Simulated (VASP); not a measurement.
Input of a VASP 6.6.1 run:

The input INCAR:

```
SYSTEM = GaAs
PREC = Accurate
ENCUT = 520
EDIFF = 1E-6
ISMEAR = -1
SIGMA = 0.01
LREAL = .FALSE.
LASPH = .TRUE.
NELM = 150
ALGO = Normal
ISIF = 2
LWAVE = .FALSE.
LCHARG = .TRUE.
LNONCOLLINEAR = .TRUE.
MAGMOM = 0 0 0 0 0 0
LORBIT = 11
LSORBIT = .TRUE.
GGA_COMPAT = .FALSE.
LORBMOM = .TRUE.
GGA = PS
LVHAR = .TRUE.
NBANDS = 30
```

KPOINTS

```
regular mesh
0
G
  8 8 8
  0 0 0
```

The input POSCAR:

```
GaAs
1.0
    2.8150015520      2.8150015520      0.0000000000
   -2.8150015520      2.8150015520      0.0000000000
    0.0000000000      2.8150015520      2.8414272916
Ga As
1 1
Direct
    0.0000000000      0.0000000000      0.0000000000
    0.7500000000      0.2500000000      0.5000000000
```

Potentials or basis: VASP PAW PBE potentials, release 64 (Ga_d, As).

Run with:

```console
$ cat potpaw_PBE.64/Ga_d/POTCAR potpaw_PBE.64/As/POTCAR > POTCAR
$ mpirun -np 1 vasp_ncl > vasp.out
```

(1) Estimate the net moment.

(2) Predict the pressure.

Answers

(1) 0.00 μB per cell.

(2) 0.6 GPa.

Caveat: the cell differs from its parent crystal (film at in-plane strain -0.005); the PAW data sets were made with another functional, which shifts forces and pressure a little.
